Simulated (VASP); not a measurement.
Write the native input for VASP 6.6.1 that does the following.

| Quantity | Value |
| --- | --- |
| Task | relaxation of cell and atoms |
| Functional | PBE |
| Potentials or basis | VASP PAW PBE potentials, release 64 (Ge_d) |
| Cutoff | 600 eV |
| k mesh | 10 × 10 × 10 |
| Occupations | tetrahedron |
| Spin | no spin polarisation |
| Dipole correction | no |
| Further INCAR settings | ALGO = Normal; EDIFF = 1e-06; IBRION = 2; EDIFFG = -0.005; NSW = 100; ISIF = 3 |

The structure of Ge lies in POSCAR:

```
Ge
1.0
    0.0000000000      2.8661367691      2.8661367691
    2.8661367691      0.0000000000      2.8661367691
    2.8661367691      2.8661367691      0.0000000000
Ge
2
Direct
    0.0000000000      0.0000000000      0.0000000000
    0.2500000000      0.2500000000      0.2500000000
```

These files were run (other wordings do the same):

INCAR

```
PREC = Accurate ; ENCUT = 600
EDIFF = 1E-6 ; ISMEAR = -5
SIGMA = 0.1 ; LREAL = False
LASPH = True ; NELM = 100
ALGO = Normal ; ISIF = 3
LWAVE = False ; LCHARG = False
GGA = PE ; IBRION = 2
NSW = 100 ; EDIFFG = -0.005
```

KPOINTS

```
Automatic mesh
0
Gamma
  10 10 10
```

Potentials or basis: VASP PAW PBE potentials, release 64 (Ge_d).

Run with:

```bash
$ cat potpaw_PBE.64/Ge_d/POTCAR > POTCAR
$ mpirun -np 1 vasp_std > vasp.out
```

Results of the run:

```
Relaxed volume                         : 23.98 Å³/atom
Relaxed cell                           : a = 4.078 Å, b = 4.078 Å, c = 4.078 Å, α = 60.00°, β = 60.00°, γ = 60.00°
Space group after relaxing (to 0.05 Å) : Fd-3m (No. 227)
Energy gained by relaxing              : 0.9 meV/atom
Ionic steps                            : 2
Pressure after relaxing                : 0.0 GPa
Band gap on the k mesh                 : zero (filled and empty bands touch)
```

Caveat: tetrahedron occupations give inexact forces and stress in metals.

Wall time 22 s on 1 thread of Intel(R) Xeon(R) 6975P-C (Granite Rapids) (shared host), peak memory 0.19 GiB.
